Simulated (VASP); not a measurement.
NaLaMnMoO6:

```
CELL_PARAMETERS angstrom
-2.72294 2.72294 3.89889
2.72294 -2.72294 3.89889
2.72294 2.72294 -3.89889
ATOMIC_POSITIONS crystal
Na 0.25000 0.75000 0.50000
La 0.75000 0.25000 0.50000
Mn 0.50000 0.50000 0.00000
Mo 0.00000 0.00000 0.00000
O 0.20766 0.29607 0.50371
O 0.29605 0.79234 0.08841
O 0.79236 0.70395 0.49629
O 0.70393 0.20764 0.91159
O 0.25194 0.25194 0.00000
O 0.74806 0.74806 0.00000
```

Base run:

```yaml
Program: VASP 6.6.1
Functional: PBE
Potentials_or_basis: VASP PAW PBE potentials, release 64 (Na_pv, La, Mn_pv, Mo_sv, O)
Cutoff: 520 eV
k_mesh: 7 × 7 × 7
Occupations: fermi-dirac, width 0.05 eV
Spin: collinear spin, ferromagnetic start
Starting_moments: "[0.0, 0.0, 4.0, 1.0, 0.0, 0.0, 0.0, 0.0, 0.0, 0.0] μB"
```

Its results: net moment 2.00 μB per cell; site moments Na +0.00; La -0.02; Mn +2.49; Mo -0.59; O +0.01 μB.

Question: The run is repeated on the same cell with these changes: k mesh from 7 × 7 × 7 to 4 × 4 × 4; further incar settings from ALGO = Normal; EDIFF = 1e-06 to ALGO = Normal; EDIFF = 1e-07; NBANDS = 56. What comes out?

Answer: Net moment -1.54 μB per cell; site moments Na -0.00; La +0.02; Mn -2.21; Mo +0.68; O -0.01 μB.

Caveats: a cell with one magnetic atom can't hold antiferromagnetic order, which such compounds often take.
